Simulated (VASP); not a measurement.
# TaF3: density of states with PBE

The system is TaF3.

```
CELL_PARAMETERS angstrom
3.91106 0.00000 0.00000
0.00000 3.91106 0.00000
0.00000 0.00000 3.91106
ATOMIC_POSITIONS crystal
Ta 0.00000 0.00000 0.00000
F 0.50000 0.00000 0.00000
F 0.00000 0.50000 0.00000
F 0.00000 0.00000 0.50000
```

```json
{"Program": "VASP 6.6.1", "Task": "density of states", "Functional": "PBE", "Potentials or basis": "VASP PAW PBE potentials, release 64 (Ta_pv, F)", "Cutoff": "520 eV", "k mesh": "9 × 9 × 9", "Occupations": "fermi-dirac, width 0.0255 eV", "Spin": "no spin polarisation", "Dipole correction": "no", "k mesh for the DOS": "14 × 14 × 14", "Occupations for the DOS": "tetrahedron", "Further INCAR settings": "ALGO = Normal; EDIFF = 1e-06; NBANDS = 24"}
```

| Item | Value |
| --- | --- |
| Valence electrons inside the program's atomic spheres | Ta 9.09; F 6.16 |

Levels at points of the mesh, in eV from the Fermi level:
```
           k point  band 12  band 13  band 14  band 15  band 16  band 17  band 18  band 19  band 20  band 21
(0.00, 0.00, 0.00)    -9.21    -9.18    -9.18    -9.18    -1.24    -1.24    -1.24    -0.48     2.56     2.56
(0.50, 0.00, 0.00)    -9.88    -9.34    -9.18    -9.18    -1.16     0.34     0.34     2.21     2.40     2.68
(0.50, 0.50, 0.00)    -9.71    -9.58    -9.58    -8.55     0.45     0.45     1.46     3.24     4.88     5.08
(0.50, 0.50, 0.50)   -11.29    -8.55    -8.55    -8.55     1.73     1.73     1.73     3.70     7.39     7.39
```

Run time: 3.4 min on 1 thread of Intel Xeon 6975P-C, with other jobs on the host, peak memory 0.27 GiB.

Caveat: spin-orbit coupling is left out, which moves the levels of the heavy elements.
